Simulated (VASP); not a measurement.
Si: relaxation of cell and atoms with PBE

Crystal: Si.

```
Si
1.0
    -3.32544    3.32544    1.92239
     3.32544   -3.32544    1.92239
     3.32544    3.32544   -1.92239
Si
4
Direct
  0.17880 0.17880 0.35760
  0.82120 0.82120 0.64240
  0.17880 0.82120 0.00000
  0.82120 0.17880 0.00000
```

- Program: VASP 6.6.1
- Task: relaxation of cell and atoms
- Functional: PBE
- Potentials or basis: VASP PAW PBE potentials, release 64 (Si)
- Cutoff: 600 eV
- k mesh: 10 × 10 × 10
- Occupations: gaussian, width 0.01 eV
- Spin: no spin polarisation
- Dipole correction: no
- Further INCAR settings: ALGO = Normal; EDIFF = 1e-06; IBRION = 2; EDIFFG = -0.005; NSW = 100; ISIF = 3

* Relaxed volume: 21.59 Å³/atom
* Relaxed cell: a = 5.109 Å, b = 5.109 Å, c = 5.109 Å, α = 98.20°, β = 98.20°, γ = 135.61°
* Space group after relaxing (to 0.1 Å): I4/mmm (No. 139)
* Energy gained by relaxing: 1.3 meV/atom
* Ionic steps: 8
* Pressure after relaxing: 0.0 GPa
* Band gap on the k mesh: 0.41 eV (least direct gap 0.44 eV)

Step by step:
```tsv
step	energy change (eV)	largest force (eV/Å)	pressure (GPa)	volume (Å³)
1	0.0000	0.0082	1.30	85.04
2	-0.0033	0.0354	-0.76	87.18
3	-0.0053	0.0251	0.00	86.35
4	-0.0053	0.0255	-0.01	86.38
5	-0.0053	0.0003	-0.02	86.39
6	-0.0053	0.0066	-0.02	86.39
7	-0.0054	0.0023	0.01	86.36
8	-0.0054	0.0001	0.00	86.37
```

Final structure:
```
Si
1.0
    -3.34493    3.34493    1.92992
     3.34493   -3.34493    1.92992
     3.34493    3.34493   -1.92992
Si
4
Cartesian
  1.1949 1.1949 0.0000
  2.1500 2.1500 1.9299
  2.1500 -2.1500 1.9299
  -2.1500 2.1500 1.9299
```

Levels at points of the mesh, in eV from the valence-band top:
| k point | band 4 | band 5 | band 6 | band 7 | band 8 | band 9 | band 10 | band 11 | band 12 |
| --- | --- | --- | --- | --- | --- | --- | --- | --- | --- |
| (0.00, 0.00, 0.00) | -5.52 | -3.69 | -1.44 | -1.44 | -0.54 | 1.46 | 1.57 | 1.57 | 2.34 |
| (0.50, 0.00, 0.00) | -6.08 | -4.26 | -3.42 | -2.32 | -1.40 | 0.89 | 2.36 | 3.05 | 3.50 |
| (0.50, 0.50, 0.00) | -4.92 | -2.78 | -1.94 | -1.83 | -1.57 | 1.65 | 1.95 | 1.97 | 3.95 |
| (0.50, 0.50, 0.50) | -4.89 | -2.86 | -0.20 | 0.00 | 0.00 | 0.44 | 3.05 | 3.46 | 4.02 |

Run time: 7.3 min on 1 thread of Intel Xeon 8259CL (shared host), peak memory 0.32 GiB.

A k mesh can miss the band edges.
